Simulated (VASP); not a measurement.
The system is BaTiO3.

```
CELL_PARAMETERS angstrom
4.00730 0.00000 0.00000
0.00000 4.00730 0.00000
0.00000 0.00000 4.00730
ATOMIC_POSITIONS crystal
Ba 0.50903 0.45529 0.50668
Ti 0.94374 0.06998 0.95431
O 0.52053 0.00683 0.05543
O 0.01265 0.49197 0.05272
O 0.01405 0.97593 0.43085
```

Base run:

| Quantity | Value |
| --- | --- |
| Program | VASP 6.6.1 |
| Functional | r2SCAN |
| Potentials or basis | VASP PAW PBE potentials, release 64 (Ba_sv, Ti_sv, O) |
| Cutoff | 520 eV |
| k mesh | 7 × 7 × 7 |
| Occupations | fermi-dirac, width 0.05 eV |
| Spin | no spin polarisation |

Its results: band gap on the k mesh 3.13 eV (least direct gap 3.31 eV); pressure 11.4 GPa; largest force 4.721 eV/Å.

Task: The run is repeated on the same cell with these changes: functional from r2SCAN to PBE; further incar settings from ALGO = Normal; EDIFF = 1e-06; NBANDS = 28 to ALGO = Normal; EDIFF = 1e-07; NBANDS = 28. What comes out?

Result: Band gap on the k mesh 2.76 eV (least direct gap 2.93 eV); pressure 14.0 GPa; largest force 4.460 eV/Å.

Caveats: spin-orbit coupling is left out, which moves the levels of the heavy elements; the stress differs along the axes, from 3 to 17 GPa (at least some runs); the PAW data sets were made with another functional, which shifts forces and pressure a little (at least some runs); the stress differs along the axes, from 6 to 19 GPa (at least some runs); forces of over 1 eV/Å act on the atoms, so gaps and moduli don't describe the material at rest (at least some runs).

A k mesh can miss the band edges.
